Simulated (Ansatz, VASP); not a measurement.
# Ta6F: VASP beside Ansatz

INCAR

```
PREC = Accurate
ENCUT = 520
EDIFF = 1E-6
ISMEAR = 0
SIGMA = 0.1
LREAL = False
LASPH = True
NELM = 150
ALGO = Normal
ISIF = 2
LWAVE = False
LCHARG = False
ISPIN = 2
MAGMOM = 0 0 0 0 0 0 1
LORBIT = 11
LMAXMIX = 4
LDIPOL = True
IDIPOL = 3
DIPOL = 0.5 0.5 0.323
GGA = CA
NBANDS = 50
```

Contents of KPOINTS:

```
regular mesh
0
Gamma
  6 6 1
```

The input POSCAR:

```
Ta6F
1.0
    4.6002247516      0.0000000000      0.0000000000
   -2.3001123758      3.9839114980      0.0000000000
    0.0000000000      0.0000000000     21.4017722141
Ta F
6 1
Direct
    0.6666666667      0.3333333333      0.1869004099
    0.3333333333      0.6666666667      0.2307760729
    0.0000000000      0.0000000000      0.2746517360
    0.6666666667      0.3333333333      0.3157775353
    0.3333333333      0.6666666667      0.3543568624
    0.0000000000      0.0000000000      0.3925736677
    0.3333333333     -0.3333333333      0.5061156668
```

Input for Ansatz:

```yaml
crystal:
  lattice:
    - [4.6002247516, 0.0, 0.0]
    - [-2.3001123758, 3.983911498, 0.0]
    - [0.0, 0.0, 21.4017722141]
  atoms:
    - { symbol: Ta, position: [0.6666666667, 0.3333333333, 0.1869004099] }
    - { symbol: Ta, position: [0.3333333333, 0.6666666667, 0.2307760729] }
    - { symbol: Ta, position: [0.0, 0.0, 0.274651736] }
    - { symbol: Ta, position: [0.6666666667, 0.3333333333, 0.3157775353] }
    - { symbol: Ta, position: [0.3333333333, 0.6666666667, 0.3543568624] }
    - { symbol: Ta, position: [0.0, 0.0, 0.3925736677] }
    - { symbol: F, position: [0.3333333333, -0.3333333333, 0.5061156668], spin: 1.0 }
basis:
  ecutwfc: 420
kpoints:
  mp_grid: { grid: [6, 6, 1] }
hamiltonian:
  xc: lda
  pseudopotentials: { kind: paw, azcp: { folder: soft_1 } }
scf:
  occupations: { method: gaussian, width: 0.1 }
output:
  forces: true
  eigenvalues: true
  populations: true
magnetization:
  spin_polarized: true
efield:
  axis: 3
  dipole_correction: true
  ramp_width: 0.04
```

Alike in both runs: task single point; functional LDA; k mesh 6 × 6 × 1; occupations gaussian, width 0.1 eV; collinear spin.

|  | VASP | Ansatz |
| --- | --- | --- |
| version | VASP 6.6.1 | Ansatz 0.2.0 |
| potentials or method | VASP PAW LDA potentials, release 64 (Ta_pv, F), cutoff 520 eV | scalar-relativistic, plane waves, PAW |
| valence electrons in the cell | 73 | 85 |

```csv
,VASP,Ansatz,Ansatz less VASP
gap on the k mesh at the Fermi level (eV),none,none,-
rms of the force components (eV/Å),1.041,1.030,-0.0116
net moment per atom (μB),0.00,0.00,0.000
```

Ansatz warns that its potentials were made for another functional, while VASP's fit it. LDA's correlation is that of Perdew and Zunger in VASP and of Perdew and Wang (1992) in Ansatz. Atom by atom the forces differ by 0.026 eV/Å (rms over components). A gap of «none» marks a metal or a gap that the smearing closes. VASP's potentials hold 73 valence electrons a cell and Ansatz's 85, so a difference there can come from the potentials and not from the codes. Ansatz's warnings: seeded moment not kept.

Neither program's run includes spin-orbit coupling.
